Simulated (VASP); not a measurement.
A run of VASP 6.6.1 is set up as follows.

File INCAR:

```
ALGO = Normal
EDIFF = 1E-6
ENCUT = 500
GGA_COMPAT = False
ISIF = 2
ISMEAR = -1
LASPH = True
LCHARG = False
LREAL = False
LWAVE = False
NBANDS = 26
NELM = 120
PREC = Accurate
SIGMA = 0.15
```

File KPOINTS:

```
k-points
0
Gamma
  8 8 8
```

File POSCAR:

```
Si
1.0
   -3.2824525811      3.2824525811      3.2824525811
    3.2824525811     -3.2824525811      3.2824525811
    3.2824525811      3.2824525811     -3.2824525811
Si
8
Direct
    0.2049358533      0.2049358533      0.2049358533
    0.5000000000      0.0000000000      0.2950641467
    0.2950641467      0.5000000000      0.0000000000
    0.0000000000      0.2950641467      0.5000000000
    0.7950641467      0.7950641467      0.7950641467
    0.5000000000      0.0000000000      0.7049358533
    0.7049358533      0.5000000000      0.0000000000
    0.0000000000      0.7049358533      0.5000000000
```

Potentials or basis: VASP PAW LDA potentials, release 64 (Si).

Command:

```console
$ cat potpaw_LDA.64/Si/POTCAR > POTCAR
$ mpirun -np 1 vasp_std > vasp.out
```

Problem. What does it give for the pressure?

Solution. 0.1 GPa.

Problem. What does it give for the largest force?

Solution. 0.007 eV/Å.

Problem. Estimate the band gap on the k mesh.

Solution. Zero (band 16 reaches 7.65 eV, above the bottom of band 17 at 7.44 eV).

Forces on the atoms (eV/Å):
```
Si   0.004  0.004  0.004
Si  -0.004 -0.004  0.004
Si   0.004 -0.004 -0.004
Si  -0.004  0.004 -0.004
Si  -0.004 -0.004 -0.004
Si   0.004  0.004 -0.004
Si  -0.004  0.004  0.004
Si   0.004 -0.004  0.004
```
